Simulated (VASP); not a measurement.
# SnO (P4/nmm) in VASP: a series of runs

SnO is run at these levels: LDA; tasks: single point.

Everything below comes from runs of VASP 6.6.1. Logs are shortened: lines on timing, memory, paths and dates and some standing lists are left out, and cuts for length are marked.

### 1 The cell of the first run

Symmetry: P4/nmm, No. 129, tetragonal system. Conventional cell: a = 3.766 Å, b = 3.766 Å, c = 4.889 Å, α = 90.00°, β = 90.00°, γ = 90.00°. Within 3.0 Å of Sn (site symmetry 4mm) lie 4 O at 2.23 Å. Within 3.0 Å of O (site symmetry -4m2) lie 4 Sn at 2.23 Å and 4 O at 2.66 Å.

### 2 Single point, LDA

INCAR reads:

```
SYSTEM = SnO
PREC = Accurate ; ENCUT = 520
EDIFF = 1E-6 ; ISMEAR = 0
SIGMA = 0.15 ; LREAL = .False.
LASPH = .True. ; NELM = 60
ALGO = Normal ; ISIF = 2
LWAVE = .False. ; LCHARG = .False.
GGA = CA ; NBANDS = 28
```

KPOINTS reads:

```
regular mesh
0
Gamma
  10 10 8
  0 0 0
```

POSCAR reads:

```
SnO
1.0
    3.7657594054      0.0000000000      0.0000000000
    0.0000000000      3.7657594054      0.0000000000
    0.0000000000      0.0000000000      4.8890000000
Sn O
2 2
Direct
    0.0000000000      0.5000000000      0.2455950842
    0.5000000000      0.0000000000      0.7544049158
    0.0000000000      0.0000000000      0.0000000000
    0.5000000000      0.5000000000      0.0000000000
```

Potentials or basis: VASP PAW LDA potentials, release 64 (Sn_d, O).

The run is started by

```sh
cat potpaw_LDA.64/Sn_d/POTCAR potpaw_LDA.64/O/POTCAR > POTCAR
mpirun -np 1 vasp_std > vasp.out
```

OUTCAR:

```text
SYSTEM = SnO
   PREC = Accurate
   ENCUT = 520
   EDIFF = 1E-6
   ISMEAR = 0
   LREAL = .False.
   LASPH = .True.
   NELM = 60
   ISIF = 2
   GGA = CA

 ion  position               nearest neighbor table
   1  0.000  0.500  0.246-   3 2.23   4 2.23   3 2.23   4 2.23   2 3.59   2 3.59   2 3.59   2 3.59
                             2 3.64   2 3.64   2 3.64   2 3.64
   2  0.500  0.000  0.754-   3 2.23   4 2.23   4 2.23   3 2.23   1 3.59   1 3.59   1 3.59   1 3.59
                             1 3.64   1 3.64   1 3.64   1 3.64
   3  0.000  0.000  0.000-   1 2.23   2 2.23   1 2.23   2 2.23
   4  0.500  0.500  0.000-   1 2.23   2 2.23   2 2.23   1 2.23

  LATTYP: Found a simple tetragonal cell.
 ALAT       =     3.7657594054
 C/A-ratio  =     1.2982773124

  Lattice vectors:

 A1 = (   3.7657594054,   0.0000000000,   0.0000000000)
 A2 = (   0.0000000000,   3.7657594054,   0.0000000000)
 A3 = (   0.0000000000,   0.0000000000,   4.8890000000)

Analysis of symmetry for initial positions (statically):
=====================================================================
 Subroutine PRICEL returns:
 Original cell was already a primitive cell.

 Routine SETGRP: Setting up the symmetry group for a
 simple tetragonal supercell.

 Subroutine GETGRP returns: Found 16 space group operations
 (whereof  8 operations were pure point group operations)
 out of a pool of 16 trial point group operations.

The static configuration has the point symmetry D_2d.
 The point group associated with its full space group is D_4h.

Analysis of symmetry for dynamics (positions and initial velocities):
=====================================================================
 Subroutine PRICEL returns:
 Original cell was already a primitive cell.

 Routine SETGRP: Setting up the symmetry group for a
 simple tetragonal supercell.

 Subroutine GETGRP returns: Found 16 space group operations
 (whereof  8 operations were pure point group operations)
 out of a pool of 16 trial point group operations.

The dynamic configuration has the point symmetry D_2d.
 The point group associated with its full space group is D_4h.

 Subroutine INISYM returns: Found 16 space group operations
 (whereof  8 operations are pure point group operations),
 and found     1 'primitive' translations

----------------------------------------------------------------------------------------

                                     Primitive cell

  volume of cell :      69.3306

  direct lattice vectors                    reciprocal lattice vectors
     3.765759405  0.000000000  0.000000000     0.265550688  0.000000000  0.000000000
     0.000000000  3.765759405  0.000000000     0.000000000  0.265550688  0.000000000
     0.000000000  0.000000000  4.889000000     0.000000000  0.000000000  0.204540806

  length of vectors
     3.765759405  3.765759405  4.889000000     0.265550688  0.265550688  0.204540806

  position of ions in fractional coordinates (direct lattice)
     0.000000000  0.500000000  0.245595084
     0.500000000  0.000000000  0.754404916
     0.000000000  0.000000000  0.000000000
     0.500000000  0.500000000  0.000000000

  ion indices of the primitive-cell ions
   primitive index   ion index
                 1           1
                 2           2
                 3           3
                 4           4

----------------------------------------------------------------------------------------

 KPOINTS: regular mesh

Automatic generation of k-mesh.
 Grid dimensions read from file:
 generate k-points for:   10   10    8

 Generating k-lattice:

  Cartesian coordinates                     Fractional coordinates (reciprocal lattice)
     0.026555069  0.000000000  0.000000000     0.100000000  0.000000000  0.000000000
     0.000000000  0.026555069  0.000000000     0.000000000  0.100000000  0.000000000
     0.000000000  0.000000000  0.025567601     0.000000000  0.000000000  0.125000000

  Length of vectors
     0.026555069  0.026555069  0.025567601

  Shift w.r.t. Gamma in fractional coordinates (k-lattice)
     0.000000000  0.000000000  0.000000000

 Subroutine IBZKPT returns following result:
 ===========================================

 Found    105 irreducible k-points:

 Following reciprocal coordinates:
            Coordinates               Weight
  0.000000  0.000000  0.000000      1.000000
  0.100000  0.000000  0.000000      4.000000
  0.200000  0.000000  0.000000      4.000000
  0.300000  0.000000  0.000000      4.000000
  0.400000  0.000000  0.000000      4.000000
  0.500000  0.000000  0.000000      2.000000
[... 16 lines left out ...]
  0.100000  0.000000  0.125000      8.000000
  0.200000  0.000000  0.125000      8.000000
 [... further k-points ...]
   k-points           NKPTS =    105   k-points in BZ     NKDIM =    105   number of bands    NBANDS=     28
   number of dos      NEDOS =    301   number of ions     NIONS =      4
   total plane-waves  NPLWV =  28224
   dimension x,y,z NGX =    28 NGY =   28 NGZ =   36
   dimension x,y,z NGXF=    56 NGYF=   56 NGZF=   72
   ions per type =               2   2
   NGX,Y,Z   is equivalent  to a cutoff of  12.36, 12.36, 12.24 a.u.
   NGXF,Y,Z  is equivalent  to a cutoff of  24.72, 24.72, 24.48 a.u.
 SYSTEM =  SnO
   PREC   = accura    normal or accurate (medium, high low for compatibility)
   ISTART =      0    job   : 0-new  1-cont  2-samecut
   ICHARG =      2    charge: 1-file 2-atom 10-const
   ISPIN  =      1    spin polarized calculation?
   LNONCOLLINEAR =      F non collinear calculations
   LSORBIT =      F    spin-orbit coupling
   LASPH  =      T    aspherical Exc in radial PAW
   ENCUT  =  520.0 eV  38.22 Ry    6.18 a.u.   7.00  7.00  9.09*2*pi/ulx,y,z
   NELM   =     60;   NELMIN=  2; NELMDL= -5     # of ELM steps
   EDIFF  = 0.1E-05   stopping-criterion for ELM
   LREAL  =      F    real-space projection
   EDIFFG = 0.1E-04   stopping-criterion for IOM
   NSW    =      0    number of steps for IOM
   IBRION =     -1    ionic relax: 0-MD 1-quasi-New 2-CG
   NFREE  =      0    steps in history (QN), initial steepest desc. (CG)
   ISIF   =      2    stress and relaxation
   ISYM   =      2    0-nonsym 1-usesym 2-fastsym
   POTIM  = 0.5000    time-step for ionic-motion
   TEBEG  =    0.0;   TEEND  =   0.0 temperature during run
   PSTRESS=    0.0 pullay stress
   NELECT =      40.0000    total number of electrons
   NUPDOWN=      -1.0000    fix difference up-down
   EMIN   =  10.00;   EMAX   =-10.00  energy-range for DOS
   EFERMI =   0.00;   METHOD = LEGACY
   ISMEAR =     0;   SIGMA  =   0.15  broadening in eV -4-tet -1-fermi 0-gaus
   EFERMI_NEDOS =   21; number of points for ismear=-14 and -15
   IALGO  =     38    algorithm
   IMIX   =      4    mixing-type and parameters
     AMIX     =   0.40;   BMIX     =  1.00
     AMIX_MAG =   1.60;   BMIX_MAG =  1.00
  volume/ion in A,a.u.               =      17.33       116.97
  Fermi-wavevector in a.u.,A,eV,Ry     =   1.362866  2.575443 25.271506  1.857403
  Thomas-Fermi vector in A             =   2.489318
   LORBIT       =      0    0 simple, 1 ext, 2 COOP (PROOUT), +10 PAW based schemes
   GGA     = CA    functional components
   LHFCALC =     F    Hartree Fock is set to
   AEXX    =    0.0000 exact exchange contribution
   IVDW    =     0    specifies the selected vdW correction
   LEPSILON=     F    determine dielectric tensor
   LRPA    =     F    only Hartree local field effects (RPA)
 non-spin polarized calculation
 Gauss-broadening in eV      SIGMA  =   0.15
  energy-cutoff  :      520.00
  volume of cell :       69.33
 maximum number of plane-waves:      1888
   NGX = 15   NGY = 15   NGZ = 19

 number of electron      40.0000009 magnetization

 Free energy of the ion-electron system (eV)
  ---------------------------------------------------
  ext. energy  EPLUGINS =         0.00000000
  ---------------------------------------------------
  free energy    TOTEN  =       -25.67998423 eV

  energy without entropy =      -25.67784745  energy(sigma->0) =      -25.67891584

 E-fermi :   7.0616     XC(G=0): -10.7376

 val. band max:        7.0514719058   @ k =   0.1000   0.0000   0.0000
 cond. band min:       7.0762001671   @ k =   0.0000   0.0000   0.0000
 fundamental gap:      0.0247282613
 Fermi energy:         7.0615844756

 k-point     1 :       0.0000    0.0000    0.0000
  band No.  band energies     occupation
      1     -14.8823      2.00000
      2     -14.5119      2.00000
      3     -14.4990      2.00000
      4     -14.4990      2.00000
      5     -14.4547      2.00000
      6     -14.4422      2.00000
[... 20 lines left out ...]
     27      13.5316      0.00000
     28      13.9900      0.00000

 k-point     2 :       0.1000    0.0000    0.0000
  band No.  band energies     occupation
      1     -14.8769      2.00000
      2     -14.5091      2.00000
      3     -14.4982      2.00000
      4     -14.4961      2.00000
      5     -14.4554      2.00000
      6     -14.4382      2.00000
[... 20 lines left out ...]
     27      13.7108      0.00000
     28      14.8420      0.00000

 k-point     3 :       0.2000    0.0000    0.0000
  band No.  band energies     occupation
      1     -14.8620      2.00000
      2     -14.5262      2.00000
      3     -14.4952      2.00000
      4     -14.4879      2.00000
      5     -14.4700      2.00000
      6     -14.4572      2.00000
[... 20 lines left out ...]
     27      13.9130      0.00000
     28      16.5102      0.00000

 k-point     4 :       0.3000    0.0000    0.0000
  band No.  band energies     occupation
      1     -14.8392      2.00000
      2     -14.6107      2.00000
      3     -14.4889      2.00000
      4     -14.4762      2.00000
      5     -14.4717      2.00000
      6     -14.4588      2.00000
[... 578 lines left out ...]
     27      13.4692      0.00000
     28      14.1038      0.00000

 k-point    23 :       0.1000    0.0000    0.1250
  band No.  band energies     occupation
      1     -14.8744      2.00000
      2     -14.5127      2.00000
      3     -14.4942      2.00000
      4     -14.4932      2.00000
      5     -14.4528      2.00000
      6     -14.4358      2.00000
[... 20 lines left out ...]
     27      13.7138      0.00000
     28      14.8961      0.00000

 k-point    24 :       0.2000    0.0000    0.1250
  band No.  band energies     occupation
      1     -14.8603      2.00000
      2     -14.5339      2.00000
      3     -14.4895      2.00000
      4     -14.4887      2.00000
      5     -14.4707      2.00000
      6     -14.4527      2.00000
[... 20 lines left out ...]
     27      14.0263      0.00000
     28      16.4860      0.00000

 [... further k-points ...]

------------------------ aborting loop because EDIFF is reached ----------------------------------------

  FORCE on cell =-STRESS in cart. coord.  units (eV):
  Direction    XX          YY          ZZ          XY          YZ          ZX
  --------------------------------------------------------------------------------------
  -------------------------------------------------------------------------------------
  Total       -1.1456536     -1.1456536     -2.5035980      0.0000000      0.0000000      0.0000000
  in kB      -26.4751686    -26.4751686    -57.8562129      0.0000000      0.0000000      0.0000000
  external PRESSURE =     -36.9355167 kB  Pullay stress =       0.0000000 kB

 VOLUME and BASIS-vectors are now :
 -----------------------------------------------------------------------------
  energy-cutoff  :      520.00
  volume of cell :       69.33
      direct lattice vectors                 reciprocal lattice vectors
     3.765759405  0.000000000  0.000000000     0.265550688  0.000000000  0.000000000
     0.000000000  3.765759405  0.000000000     0.000000000  0.265550688  0.000000000
     0.000000000  0.000000000  4.889000000     0.000000000  0.000000000  0.204540806

 POSITION                                       TOTAL-FORCE (eV/Angst)
 -----------------------------------------------------------------------------------
      0.00000      1.88288      1.20071         0.000000      0.000000     -0.793862
      1.88288      0.00000      3.68829        -0.000000      0.000000      0.793862
      0.00000      0.00000      0.00000         0.000000     -0.000000      0.000000
      1.88288      1.88288      0.00000         0.000000      0.000000      0.000000
 -----------------------------------------------------------------------------------
    total drift:                                0.000000      0.000000      0.000000

  FREE ENERGIE OF THE ION-ELECTRON SYSTEM (eV)
  ---------------------------------------------------
  free  energy   TOTEN  =       -25.6799842296 eV

  energy  without entropy=      -25.6778474550  energy(sigma->0) =      -25.67891584
```

Run time: 92 s. Hardware: 1 thread of AMD EPYC 9R45 (Zen 5), shared host; peak memory 0.24 GiB.

Results:

| Quantity | Value |
| --- | --- |
| Free energy | -25.6800 eV |
| Pressure | -3.7 GPa |
| Largest force | 0.794 eV/Å |
| Band gap on the k mesh | zero (band 20 reaches 7.08 eV, above the bottom of band 21 at 6.80 eV) |

Forces in eV/Å, atoms in the order of the input:
```
Sn   0.000  0.000 -0.794
Sn   0.000  0.000  0.794
O    0.000  0.000  0.000
O    0.000  0.000  0.000
```

Stress tensor (GPa, compression positive):
```
-2.65  0.00  0.00
 0.00 -2.65  0.00
 0.00  0.00 -5.79
```

Caveat: spin-orbit coupling is left out, which moves the levels of the heavy elements.

### 3 Single point, LDA

This run uses another cell than the first one, of 14.76 Å³/atom, 0.851 times its volume.

INCAR reads:

```
SYSTEM = SnO
PREC     = Accurate       ! precision mode
ENCUT    = 520            ! plane-wave cutoff, eV
EDIFF    = 1E-6           ! SCF threshold, eV
ISMEAR   = 0              ! smearing method
SIGMA    = 0.15           ! smearing width, eV
LREAL    = .False.        ! projectors in reciprocal space
LASPH    = .True.         ! aspherical terms in the spheres
NELM     = 80             ! most SCF steps
ALGO     = Normal         ! electronic algorithm
ISIF     = 2              ! what is computed and relaxed
LWAVE    = .False.        ! write WAVECAR
LCHARG   = .True.         ! write CHGCAR
LELF     = .True.         ! ELF
LVHAR    = .True.       
NBANDS   = 28             ! bands
```

KPOINTS reads:

```
Automatic mesh
0
Gamma
  10 10 8
  0 0 0
```

POSCAR reads:

```
SnO
1.0
    3.6528000000      0.0000000000      0.0000000000
    0.0000000000      3.6528000000      0.0000000000
    0.0000000000      0.0000000000      4.4234000000
Sn O
2 2
Direct
    0.0000000000      0.5000000000      0.2455950842
    0.5000000000      0.0000000000      0.7544049158
    0.0000000000      0.0000000000      0.0000000000
    0.5000000000      0.5000000000      0.0000000000
```

Potentials or basis: VASP PAW LDA potentials, release 64 (Sn_d, O).

The run is started by

```sh
cat potpaw_LDA.64/Sn_d/POTCAR potpaw_LDA.64/O/POTCAR > POTCAR
mpirun -np 1 vasp_std > vasp.out
```

Wall time 72 s (1 thread of AMD EPYC 9R45 (Zen 5), shared host); peak memory 0.22 GiB.

It converged, with:

- Free energy: -25.4075 eV
- Pressure: 15.6 GPa
- Largest force: 2.085 eV/Å
- Band gap on the k mesh: zero (band 20 reaches 9.46 eV, above the bottom of band 21 at 8.92 eV)

Forces on the atoms (eV/Å):
```
Sn   0.000  0.000  2.085
Sn   0.000  0.000 -2.085
O    0.000  0.000  0.000
O    0.000  0.000  0.000
```

Stress tensor (GPa, compression positive):
```
16.12  0.00  0.00
 0.00 16.12  0.00
 0.00  0.00 14.43
```

Levels at points of the mesh, in eV from the Fermi level:
| k point | band 17 | band 18 | band 19 | band 20 | band 21 | band 22 | band 23 | band 24 |
| --- | --- | --- | --- | --- | --- | --- | --- | --- |
| (0.00, 0.00, 0.00) | -4.44 | -4.22 | -4.22 | -0.07 | 2.50 | 4.56 | 4.56 | 4.78 |
| (0.50, 0.00, 0.00) | -6.15 | -6.15 | -3.42 | -3.42 | 3.70 | 3.70 | 6.09 | 6.09 |
| (0.50, 0.50, 0.00) | -3.45 | -3.45 | -2.09 | -2.09 | -0.52 | -0.52 | 4.47 | 4.47 |
| (0.00, 0.00, 0.50) | -4.24 | -4.24 | -2.74 | -2.30 | 1.23 | 2.38 | 2.38 | 3.44 |
| (0.50, 0.00, 0.50) | -6.08 | -6.08 | -2.15 | -2.15 | 2.99 | 2.99 | 5.32 | 5.32 |
| (0.50, 0.50, 0.50) | -3.45 | -3.45 | -3.30 | -3.30 | 2.10 | 2.10 | 4.76 | 4.76 |

Caveat: spin-orbit coupling is left out, which moves the levels of the heavy elements; forces of over 1 eV/Å act on the atoms, so gaps and moduli don't describe the material at rest.

### 4 Single point, LDA

This run uses another cell than the first one, of 15.14 Å³/atom, 0.874 times its volume.

INCAR reads:

```
PREC     = Accurate       # precision mode
ENCUT    = 520            # plane-wave cutoff, eV
EDIFF    = 1E-7           # SCF threshold, eV
ISMEAR   = 0              # smearing method
SIGMA    = 0.15           # smearing width, eV
LREAL    = F              # projectors in reciprocal space
LASPH    = T              # aspherical terms in the spheres
NELM     = 60             # most SCF steps
ALGO     = Normal         # electronic algorithm
ISIF     = 2              # what is computed and relaxed
LWAVE    = F              # write WAVECAR
LCHARG   = F              # write CHGCAR
NBANDS   = 28             # bands
```

KPOINTS reads:

```
regular mesh
0
Gamma
  10 10 8
```

POSCAR, as its differences from that of step 3:

```diff
@@ -4,3 +4,3 @@
     0.0000000000      3.6528000000      0.0000000000
-    0.0000000000      0.0000000000      4.4234000000
+    0.0000000000      0.0000000000      4.5398000000
 Sn O
```

The run is started by

```sh
cat potpaw_LDA.64/Sn_d/POTCAR potpaw_LDA.64/O/POTCAR > POTCAR
mpirun -np 1 vasp_std > vasp.out
```

Wall time 72 s (1 thread of AMD EPYC 9R45 (Zen 5), shared host); peak memory 0.22 GiB.

Results (log left out):

```
Free energy            : -25.5277 eV
Pressure               : 11.9 GPa
Largest force          : 1.558 eV/Å
Band gap on the k mesh : zero (band 20 reaches 9.13 eV, above the bottom of band 21 at 8.55 eV)
```

Forces on the atoms (eV/Å):
```
Sn   0.000  0.000  1.558
Sn   0.000  0.000 -1.558
O    0.000  0.000  0.000
O    0.000  0.000  0.000
```

Stress tensor (GPa, compression positive):
```
12.83  0.00  0.00
 0.00 12.83  0.00
 0.00  0.00 10.02
```

Levels at points of the mesh, in eV from the Fermi level:
| k point | band 16 | band 17 | band 18 | band 19 | band 20 | band 21 | band 22 | band 23 | band 24 | band 25 |
| --- | --- | --- | --- | --- | --- | --- | --- | --- | --- | --- |
| (0.00, 0.00, 0.00) | -7.55 | -4.35 | -4.02 | -4.02 | 0.01 | 2.47 | 4.52 | 4.53 | 4.53 | 5.89 |
| (0.50, 0.00, 0.00) | -6.11 | -5.94 | -5.94 | -3.45 | -3.45 | 3.48 | 3.48 | 6.04 | 6.04 | 6.31 |
| (0.50, 0.50, 0.00) | -6.29 | -3.27 | -3.27 | -2.17 | -2.17 | -0.53 | -0.53 | 4.26 | 4.26 | 7.95 |
| (0.00, 0.00, 0.50) | -4.44 | -4.04 | -4.04 | -2.88 | -2.55 | 1.38 | 2.44 | 2.44 | 3.58 | 7.91 |
| (0.50, 0.00, 0.50) | -6.66 | -5.88 | -5.88 | -2.20 | -2.20 | 2.80 | 2.80 | 5.34 | 5.34 | 7.06 |
| (0.50, 0.50, 0.50) | -6.92 | -3.27 | -3.27 | -3.26 | -3.26 | 1.99 | 1.99 | 4.47 | 4.47 | 5.83 |

Caveat: spin-orbit coupling is left out, which moves the levels of the heavy elements; forces of over 1 eV/Å act on the atoms, so gaps and moduli don't describe the material at rest.

[end of part 1 of 2]
